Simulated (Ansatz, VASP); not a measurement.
## C in VASP and in Ansatz

```
C
1.0
     1.22805   -2.12706    0.00000
     1.22805    2.12706    0.00000
     0.00000    0.00000    7.17327
C
4
Direct
  0.08338 0.91662 0.75314
  0.58338 0.41662 0.24686
  0.91662 0.08338 0.24686
  0.41662 0.58338 0.75314
```

Alike in both runs: task relaxation of cell and atoms; functional LDA; k mesh 10 × 10 × 3; occupations fermi-dirac, width 0.1 eV; no spin polarisation.

```csv
,VASP,Ansatz
version,VASP 6.6.1,Ansatz 0.2.0
potentials or method,"VASP PAW LDA potentials, release 64 (C), cutoff 600 eV","plane waves, PAW"
valence electrons in the cell,16,16
```

Ansatz gave:

| Quantity | Value |
| --- | --- |
| relaxed volume (Å³/atom) | 8.76 |
| relaxed cell length with the largest relative difference (Å) | 6.771 |

Which values does VASP return?

Relaxed volume (Å³/atom): 8.65; relaxed cell length with the largest relative difference (Å): 6.676.

LDA's correlation is that of Perdew and Zunger in VASP and of Perdew and Wang (1992) in Ansatz.
